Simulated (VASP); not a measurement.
# PbO (P4/nmm) in VASP: a series of runs, part 2 of 2

VASP 6.6.1.

### Step 3. Relaxation of cell and atoms, PBE+D3(BJ), target pressure 8 GPa, at which the enthalpy is minimised

This run uses another cell than the first one, of 17.00 Å³/atom.

INCAR reads:

```
ALGO = Normal
EDIFF = 1E-7
EDIFFG = -0.008
ENCUT = 600
GGA = PE
IBRION = 2
ISIF = 3
ISMEAR = 0
IVDW = 12
LASPH = T
LCHARG = F
LREAL = F
LWAVE = F
NELM = 60
NSW = 70
PREC = Accurate
PSTRESS = 80.0
SIGMA = 0.02
```

KPOINTS reads:

```
k-points
0
Gamma
  8 8 6
```

POSCAR reads:

```
PbO
1.0
    3.9062361246      0.0000000000      0.0000000000
    0.0000000000      3.9062361246      0.0000000000
    0.0000000000      0.0000000000      4.4562509485
Pb O
2 2
Direct
    0.0000000000      0.5000000000      0.2573011728
    0.5000000000      0.0000000000      0.7426988272
    0.0000000000      0.0000000000      0.0000000000
    0.5000000000      0.5000000000      0.0000000000
```

Potentials or basis: VASP PAW PBE potentials, release 64 (Pb_d, O).

On the command line:

```bash
cat potpaw_PBE.64/Pb_d/POTCAR potpaw_PBE.64/O/POTCAR > POTCAR
mpirun -np 1 vasp_std > vasp.out
```

OUTCAR:

```text
EDIFF = 1E-7
   EDIFFG = -0.008
   ENCUT = 600
   GGA = PE
   IBRION = 2
   ISIF = 3
   ISMEAR = 0
   IVDW = 12
   LASPH = T
   LREAL = F
   NELM = 60
   NSW = 70
   PREC = Accurate
   PSTRESS = 80.0
 IVDW          = 12

 ion  position               nearest neighbor table
   1  0.000  0.500  0.257-   3 2.26   4 2.26   3 2.26   4 2.26   2 3.51   2 3.51   2 3.51   2 3.51
                             2 3.59   2 3.59   2 3.59   2 3.59
   2  0.500  0.000  0.743-   3 2.26   4 2.26   4 2.26   3 2.26   1 3.51   1 3.51   1 3.51   1 3.51
                             1 3.59   1 3.59   1 3.59   1 3.59
   3  0.000  0.000  0.000-   1 2.26   2 2.26   1 2.26   2 2.26
   4  0.500  0.500  0.000-   1 2.26   2 2.26   2 2.26   1 2.26

  LATTYP: Found a simple tetragonal cell.
 ALAT       =     3.9062361246
 C/A-ratio  =     1.1408042951

  Lattice vectors:

 A1 = (   3.9062361246,   0.0000000000,   0.0000000000)
 A2 = (   0.0000000000,   3.9062361246,   0.0000000000)
 A3 = (   0.0000000000,   0.0000000000,   4.4562509485)

Analysis of symmetry for initial positions (statically):
=====================================================================
 Subroutine PRICEL returns:
 Original cell was already a primitive cell.

 Routine SETGRP: Setting up the symmetry group for a
 simple tetragonal supercell.

 Subroutine GETGRP returns: Found 16 space group operations
 (whereof  8 operations were pure point group operations)
 out of a pool of 16 trial point group operations.

The static configuration has the point symmetry D_2d.
 The point group associated with its full space group is D_4h.

Analysis of symmetry for dynamics (positions and initial velocities):
=====================================================================
 Subroutine PRICEL returns:
 Original cell was already a primitive cell.

 Routine SETGRP: Setting up the symmetry group for a
 simple tetragonal supercell.

 Subroutine GETGRP returns: Found 16 space group operations
 (whereof  8 operations were pure point group operations)
 out of a pool of 16 trial point group operations.

The dynamic configuration has the point symmetry D_2d.
 The point group associated with its full space group is D_4h.

 Subroutine INISYM returns: Found 16 space group operations
 (whereof  8 operations are pure point group operations),
 and found     1 'primitive' translations

----------------------------------------------------------------------------------------

                                     Primitive cell

  volume of cell :      67.9965

  direct lattice vectors                    reciprocal lattice vectors
     3.906236125  0.000000000  0.000000000     0.256000909  0.000000000  0.000000000
     0.000000000  3.906236125  0.000000000     0.000000000  0.256000909  0.000000000
     0.000000000  0.000000000  4.456250949     0.000000000  0.000000000  0.224403879

  length of vectors
     3.906236125  3.906236125  4.456250949     0.256000909  0.256000909  0.224403879

  position of ions in fractional coordinates (direct lattice)
     0.000000000  0.500000000  0.257301173
     0.500000000  0.000000000  0.742698827
     0.000000000  0.000000000  0.000000000
     0.500000000  0.500000000  0.000000000

  ion indices of the primitive-cell ions
   primitive index   ion index
                 1           1
                 2           2
                 3           3
                 4           4

----------------------------------------------------------------------------------------

 KPOINTS: k-points

Automatic generation of k-mesh.
 Grid dimensions read from file:
 generate k-points for:    8    8    6

 Generating k-lattice:

  Cartesian coordinates                     Fractional coordinates (reciprocal lattice)
     0.032000114  0.000000000  0.000000000     0.125000000  0.000000000  0.000000000
     0.000000000  0.032000114  0.000000000     0.000000000  0.125000000  0.000000000
     0.000000000  0.000000000  0.037400647     0.000000000  0.000000000  0.166666667

  Length of vectors
     0.032000114  0.032000114  0.037400647

  Shift w.r.t. Gamma in fractional coordinates (k-lattice)
     0.000000000  0.000000000  0.000000000

 Subroutine IBZKPT returns following result:
 ===========================================

 Found     60 irreducible k-points:

 Following reciprocal coordinates:
            Coordinates               Weight
  0.000000  0.000000  0.000000      1.000000
  0.125000  0.000000  0.000000      4.000000
  0.250000  0.000000  0.000000      4.000000
  0.375000  0.000000  0.000000      4.000000
  0.500000  0.000000  0.000000      2.000000
  0.125000  0.125000  0.000000      4.000000
[... 16 lines left out ...]
  0.375000  0.125000  0.166667     16.000000
  0.500000  0.125000  0.166667      8.000000
 [... further k-points ...]
   k-points           NKPTS =     60   k-points in BZ     NKDIM =     60   number of bands    NBANDS=     24
   number of dos      NEDOS =    301   number of ions     NIONS =      4
   total plane-waves  NPLWV =  36864
   dimension x,y,z NGX =    32 NGY =   32 NGZ =   36
   dimension x,y,z NGXF=    64 NGYF=   64 NGZF=   72
   ions per type =               2   2
   NGX,Y,Z   is equivalent  to a cutoff of  13.62, 13.62, 13.43 a.u.
   NGXF,Y,Z  is equivalent  to a cutoff of  27.24, 27.24, 26.86 a.u.
 SYSTEM =  unknown system
   PREC   = accura    normal or accurate (medium, high low for compatibility)
   ISTART =      0    job   : 0-new  1-cont  2-samecut
   ICHARG =      2    charge: 1-file 2-atom 10-const
   ISPIN  =      1    spin polarized calculation?
   LNONCOLLINEAR =      F non collinear calculations
   LSORBIT =      F    spin-orbit coupling
   LASPH  =      T    aspherical Exc in radial PAW
   ENCUT  =  600.0 eV  44.10 Ry    6.64 a.u.   7.80  7.80  8.90*2*pi/ulx,y,z
   NELM   =     60;   NELMIN=  2; NELMDL= -5     # of ELM steps
   EDIFF  = 0.1E-06   stopping-criterion for ELM
   LREAL  =      F    real-space projection
   EDIFFG = -.8E-02   stopping-criterion for IOM
   NSW    =     70    number of steps for IOM
   IBRION =      2    ionic relax: 0-MD 1-quasi-New 2-CG
   NFREE  =      1    steps in history (QN), initial steepest desc. (CG)
   ISIF   =      3    stress and relaxation
   ISYM   =      2    0-nonsym 1-usesym 2-fastsym
   POTIM  = 0.5000    time-step for ionic-motion
   TEBEG  =    0.0;   TEEND  =   0.0 temperature during run
   PSTRESS=   80.0 pullay stress
   NELECT =      40.0000    total number of electrons
   NUPDOWN=      -1.0000    fix difference up-down
   EMIN   =  10.00;   EMAX   =-10.00  energy-range for DOS
   EFERMI =   0.00;   METHOD = LEGACY
   ISMEAR =     0;   SIGMA  =   0.02  broadening in eV -4-tet -1-fermi 0-gaus
   EFERMI_NEDOS =   21; number of points for ismear=-14 and -15
   IALGO  =     38    algorithm
   IMIX   =      4    mixing-type and parameters
     AMIX     =   0.40;   BMIX     =  1.00
     AMIX_MAG =   1.60;   BMIX_MAG =  1.00
  volume/ion in A,a.u.               =      17.00       114.72
  Fermi-wavevector in a.u.,A,eV,Ry     =   1.371722  2.592178 25.600994  1.881620
  Thomas-Fermi vector in A             =   2.497393
   LORBIT       =      0    0 simple, 1 ext, 2 COOP (PROOUT), +10 PAW based schemes
   GGA     = PE    functional components
   LHFCALC =     F    Hartree Fock is set to
   AEXX    =    0.0000 exact exchange contribution
   IVDW    =    12    specifies the selected vdW correction
   LEPSILON=     F    determine dielectric tensor
   LRPA    =     F    only Hartree local field effects (RPA)
 conjugate gradient relaxation of ions
 non-spin polarized calculation
 Gauss-broadening in eV      SIGMA  =   0.02
  energy-cutoff  :      600.00
  volume of cell :       68.00
 maximum number of plane-waves:      2288
 NGX is ok and might be reduce to    32
   NGX = 15   NGY = 15   NGZ = 17

--------------------------------------- Ionic step        1  -------------------------------------------

 number of electron      39.9999985 magnetization

 Free energy of the ion-electron system (eV)
  ---------------------------------------------------
  ext. energy  EPLUGINS =         0.00000000
  ---------------------------------------------------
  free energy    TOTEN  =       -20.94944395 eV

  energy without entropy =      -20.94944395  energy(sigma->0) =      -20.94944395

------------------------ aborting loop because EDIFF is reached ----------------------------------------

 Edisp (eV)   -1.11948

 E8    (eV) :    -0.5125
[... 119 lines left out ...]
  energy  without entropy=      -22.2283812385  energy(sigma->0) =      -22.22838124

  enthalpy is  TOTEN    =       -18.7288521322 eV   P V=        3.4995291063

[... ionic steps 4 to 10 ...]

--------------------------------------- Ionic step       11  -------------------------------------------

 number of electron      39.9999998 magnetization

------------------------ aborting loop because EDIFF is reached ----------------------------------------
[... 83 lines left out ...]
--------------------------------------- Ionic step       13  -------------------------------------------

 number of electron      40.0000003 magnetization

 Free energy of the ion-electron system (eV)
  ---------------------------------------------------
  ext. energy  EPLUGINS =         0.00000000
  ---------------------------------------------------
  free energy    TOTEN  =       -20.97875835 eV

  energy without entropy =      -20.97875835  energy(sigma->0) =      -20.97875835

 E-fermi :   6.7507     XC(G=0): -10.8808

 val. band max:        6.6017627290   @ k =   0.0000   0.0000   0.3333
 cond. band min:       7.4295069347   @ k =   0.5000   0.5000   0.0000
 fundamental gap:      0.8277442056
 Fermi energy:         6.7507095988

 k-point     1 :       0.0000    0.0000    0.0000
  band No.  band energies     occupation
      1     -11.6791      2.00000
      2     -11.1565      2.00000
      3      -9.2743      2.00000
      4      -9.2743      2.00000
      5      -9.2454      2.00000
      6      -9.1593      2.00000
[... 637 lines left out ...]
     23      12.5073      0.00000
     24      12.5073      0.00000

 [... further k-points ...]

------------------------ aborting loop because EDIFF is reached ----------------------------------------

 Edisp (eV)   -1.13694

 E8    (eV) :    -0.5205
[... 31 lines left out ...]
  energy  without entropy=      -22.1156982669  energy(sigma->0) =      -22.11569827

  enthalpy is  TOTEN    =       -18.7686162463 eV   P V=        3.3470820206

 reached required accuracy - stopping structural energy minimisation
```

CONTCAR:

```text
PbO
   1.00000000000000
     4.0051252266021917    0.0000000000000000    0.0000000000000000
     0.0000000000000000    4.0051252266021917    0.0000000000000000
     0.0000000000000000    0.0000000000000000    4.1788304559775149
  Pb              O
     2     2
Direct
     0.0000000000000000    0.5000000000000000    0.2774331600771702
     0.5000000000000000    1.0000000000000000    0.7225668399228297
     0.0000000000000000    0.0000000000000000    1.0000000000000000
     0.5000000000000000    0.5000000000000000    1.0000000000000000

  0.00000000E+00  0.00000000E+00  0.00000000E+00
  0.00000000E+00  0.00000000E+00  0.00000000E+00
  0.00000000E+00  0.00000000E+00  0.00000000E+00
  0.00000000E+00  0.00000000E+00  0.00000000E+00
```

Run time: 19 min. Hardware: 1 thread of AMD EPYC 7R13, shared host; peak memory 0.28 GiB.

What came out:

```
Free energy                                                : -22.1157 eV
Relaxed volume                                             : 16.76 Å³/atom
Relaxed cell                                               : a = 4.005 Å, b = 4.005 Å, c = 4.179 Å, α = 90.00°, β = 90.00°, γ = 90.00°
Space group after relaxing (to 0.1 Å)                      : P4/nmm (No. 129)
Energy change on relaxing (the run minimises the enthalpy) : -11.7 meV/atom
Ionic steps                                                : 13
Pressure after relaxing                                    : 8.0 GPa
Largest force after relaxing                               : 0.005 eV/Å
Band gap on the k mesh                                     : 0.83 eV (least direct gap 1.72 eV)
Dispersion energy per atom                                 : -0.284 eV
```

Forces in eV/Å, atoms in the order of the input:
```
Pb   0.000  0.000 -0.005
Pb   0.000  0.000  0.005
O    0.000  0.000  0.000
O    0.000  0.000  0.000
```

Step by step:
| step | energy change (eV) | largest force (eV/Å) | pressure (GPa) | volume (Å³) |
| --- | --- | --- | --- | --- |
| 1 | 0.0000 | 1.1203 | 12.38 | 68.00 |
| 2 | -0.2142 | 0.6754 | 1.58 | 72.67 |
| 3 | -0.1595 | 0.2325 | 6.95 | 70.09 |
| 4 | -0.1574 | 0.2489 | 7.05 | 70.04 |
| 5 | -0.1329 | 0.1642 | 7.43 | 69.33 |
| 6 | -0.0504 | 0.0598 | 8.67 | 67.43 |
| 7 | -0.0621 | 0.1645 | 7.82 | 67.51 |
| 8 | -0.0671 | 0.2464 | 7.15 | 67.56 |
| 9 | -0.0451 | 0.0608 | 8.08 | 67.01 |
| 10 | -0.0374 | 0.0088 | 8.35 | 66.85 |
| 11 | -0.0367 | 0.0043 | 8.37 | 66.84 |
| 12 | -0.0450 | 0.0049 | 8.06 | 67.00 |
| 13 | -0.0468 | 0.0051 | 8.00 | 67.03 |

Final structure:
```
Pb O
1.0
     4.00513    0.00000    0.00000
     0.00000    4.00513    0.00000
     0.00000    0.00000    4.17883
Pb O
2 2
Direct
  0.00000 0.50000 0.27743
  0.50000 0.00000 0.72257
  0.00000 0.00000 0.00000
  0.50000 0.50000 0.00000
```

Caveat: the cell is relaxed towards a set pressure, so the run minimises the enthalpy, not the energy; spin-orbit coupling is left out, which moves the levels of the heavy elements. A k mesh can miss the band edges.

The gap in the log of VASP goes by the Fermi energy; the results here count the filled bands.